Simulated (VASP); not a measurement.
Write the native input for VASP 6.6.1 that does the following.

* Task: single point
* Functional: PBEsol
* Potentials or basis: VASP PAW PBE potentials, release 64 (W_sv, S)
* Cutoff: 520 eV
* k mesh: 12 × 12 × 2
* Occupations: gaussian, width 0.05 eV
* Spin: no spin polarisation
* Dipole correction: no
* Further INCAR settings: ALGO = Normal; EDIFF = 1e-06; NBANDS = 35

The structure of WS2 lies in POSCAR:

```
WS2
1.0
    3.1454165900      0.0000000000      0.0000000000
   -1.5727082950      2.7240106724      0.0000000000
    0.0000000000      0.0000000000     22.6375631982
W S
2 4
Direct
    0.3333333333      0.6666666667      0.6345659624
    0.6666666667      0.3333333333      0.3654340376
    0.3333333333      0.6666666667      0.2989660749
    0.6666666667      0.3333333333      0.5680485953
    0.3333333333      0.6666666667      0.4319514047
    0.6666666667      0.3333333333      0.7010339251
```

These files were run (other wordings do the same):

INCAR

```
PREC = Accurate ; ENCUT = 520
EDIFF = 1E-6 ; ISMEAR = 0
SIGMA = 0.05 ; LREAL = False
LASPH = True ; NELM = 100
ALGO = Normal ; ISIF = 2
LWAVE = False ; LCHARG = False
GGA = PS ; NBANDS = 35
```

KPOINTS

```
Automatic mesh
0
Gamma
  12 12 2
```

Potentials or basis: VASP PAW PBE potentials, release 64 (W_sv, S).

Launch:

```sh
$ cat potpaw_PBE.64/W_sv/POTCAR potpaw_PBE.64/S/POTCAR > POTCAR
$ mpirun -np 1 vasp_std > vasp.out
```

Results of the run:

```
Largest force          : 1.399 eV/Å
Band gap on the k mesh : 1.09 eV (least direct gap 1.73 eV)
```

Caveat: there is no dipole correction, which matters where the two faces differ; the PAW data sets were made with another functional, which shifts forces and pressure a little; spin-orbit coupling is left out, which moves the levels of the heavy elements.

It took 4.4 min on 1 thread of Intel(R) Xeon(R) Platinum 8488C (Sapphire Rapids) (shared host), peak memory 0.43 GiB.
